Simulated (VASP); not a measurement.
A run of VASP 6.6.1:

File INCAR:

```
SYSTEM = MgSi32
  PREC = Accurate
  ENCUT = 520
  EDIFF = 1E-7
  ISMEAR = 0
  SIGMA = 0.02
  LREAL = Auto
  LASPH = .TRUE.
  NELM = 60
  ALGO = Normal
  ISIF = 2
  LWAVE = .FALSE.
  LCHARG = .FALSE.
  GGA = PE
  NBANDS = 87
  NELECT = 128.0
```

Contents of KPOINTS:

```
Automatic mesh
0
Gamma
  2 2 2
  0.5 0.5 0.5
```

POSCAR

```
MgSi32
1.0
    0.0000000001     -6.6706137337      6.3650227274
   -0.0000000001      6.6706137337      6.3650227274
   -7.7025612697     -0.0000000001     -6.3650227274
Si Mg
32 1
Direct
    0.4886551189      0.3216461982      0.7503400230
    0.7383148750      0.5713064040      0.2496599420
    0.1127077944      0.4470804757      0.4998532131
    0.6128572835      0.9472293652      0.5001523344
    0.9897687145      0.8230732582      0.7487893699
    0.8650511634      0.1991926416      0.0000029860
    0.3619557233      0.6937388378      0.0000023369
    0.2409799280      0.0742849214      0.2512115038
    0.7080584510      0.3723299724      0.5097461562
    0.9454159757      0.6273360981     -0.0000005193
    0.3246719631      0.5063458013      0.2718822904
    0.8281209857      0.9908808221      0.2495488102
    0.1983116322      0.8625831935      0.4902530298
    0.0527907197      0.2344690552      0.7281248151
    0.5785754343      0.7413358704      0.7504580357
    0.4613292870      0.0971137745     -0.0000020772
    0.6748797531      0.5101547302      0.7508894506
    0.9239897899      0.7592643173      0.2491093459
    0.3020422394      0.6431649743      0.5155751264
    0.7864697123      0.1275925572      0.4844308107
    0.1726417704     -0.0040659580      0.7346817249
    0.0393772654      0.3959577983      0.0000048036
    0.5584666302      0.8693765529      0.0000035053
    0.4379612777      0.2612499514      0.2653169418
    0.8869788479      0.5541745380      0.5003832966
    0.1382132637      0.8067794823      0.0000005193
    0.5106167481      0.6774768069      0.2520783584
    0.0127534568      0.1794890893      0.2494745491
    0.3865955766      0.0537906671      0.4996166684
    0.2585406532      0.4254004122      0.7479265401
    0.7632820539      0.9300170868      0.7505312581
    0.6356720209      0.3004839724     -0.0000001298
    0.2936184497      0.2935424447      0.0000011684
```

Potentials or basis: VASP PAW PBE potentials, release 64 (Si, Mg).

Command:

```sh
$ cat potpaw_PBE.64/Si/POTCAR potpaw_PBE.64/Mg/POTCAR > POTCAR
$ mpirun -np 1 vasp_std > vasp.out
```

Hardware: 1 thread of AMD EPYC 9R45 96-Core Processor (Zen 5), with other jobs on the host.

How long does it take, and how much memory?

Wall time 3.4 min on 1 thread of AMD EPYC 9R45 96-Core Processor (Zen 5), on a shared host, peak memory 0.74 GiB. Counts: scf iterations 18, k points 3.
